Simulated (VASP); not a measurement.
A run of VASP 6.6.1 is set up as follows.

Contents of INCAR:

```
SYSTEM = CdSe
ALGO = Normal
EDIFF = 1E-6
ENCUT = 500
GGA = PS
GGA_COMPAT = .False.
ISIF = 2
ISMEAR = 0
LASPH = .True.
LCHARG = .False.
LREAL = .False.
LWAVE = .False.
NBANDS = 16
NELM = 120
PREC = Accurate
SIGMA = 0.1
```

KPOINTS

```
k-points
0
Gamma
  12 12 12
  0 0 0
```

Contents of POSCAR:

```
CdSe
1.0
    0.0000000000      2.9136760996      2.9136760996
    2.9136760996      0.0000000000      2.9136760996
    2.9136760996      2.9136760996      0.0000000000
Cd Se
1 1
Direct
    0.0000000000      0.0000000000      0.0000000000
    0.5000000000      0.5000000000      0.5000000000
```

Potentials or basis: VASP PAW PBE potentials, release 64 (Cd, Se).

Launch:

```sh
$ cat potpaw_PBE.64/Cd/POTCAR potpaw_PBE.64/Se/POTCAR > POTCAR
$ mpirun -np 1 vasp_std > vasp.out
```

Question: Estimate the pressure.

Answer: -5.5 GPa.

Question: Predict the band gap on the k mesh.

Answer: Zero (bands 9 and 10 overlap by 0.51 eV).

Caveat: the cell differs from its parent crystal (strained); the cell stands under tension; semilocal functionals underestimate gaps, so a narrow gap can read as zero; the PAW data sets were made with another functional, which shifts forces and pressure a little.
